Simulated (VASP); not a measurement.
Runs of VASP 6.6.1 on TiGePd3. The structure is that of space group Pm-3m (No. 221), or close to it. The cells are those of the table. The cell was built from a structure type or drawn by symmetry, and may not be a known phase.

```tsv
task	spin	cell	k mesh	cutoff (eV)	gap on the mesh (eV)	pressure (GPa)	moment (μB)
single point	off	a = 4.685 Å, 5 atoms	4 × 4 × 4	520	none	0.4	-
single point	off	a = 4.400 Å, 5 atoms	4 × 4 × 4	520	none	(a)	-
relaxation of cell and atoms	off	relaxed from a = 4.400 Å, 5 atoms	4 × 4 × 4	600	none	-0.1	-
single point	collinear	a = 4.679 Å, 5 atoms	8 × 8 × 8	520	none	0.1	(b)
single point	collinear	a = 4.685 Å, 5 atoms	4 × 4 × 4	520	none	0.5	0.40
```

Alike in all rows: level PBE; potentials or basis VASP PAW PBE potentials, release 64 (Ti_sv, Ge_d, Pd); smearing gaussian 0.1 eV.

Problem. Fill in the values left out.

Solution. (a) 24.0; (b) 0.01.

Caveats: the cell stands under pressure (at least some runs).

A k mesh can miss the band edges, and the runs leave out spin-orbit coupling on Ge, Pd.

A gap of «none» marks levels without a gap at the run's occupations.
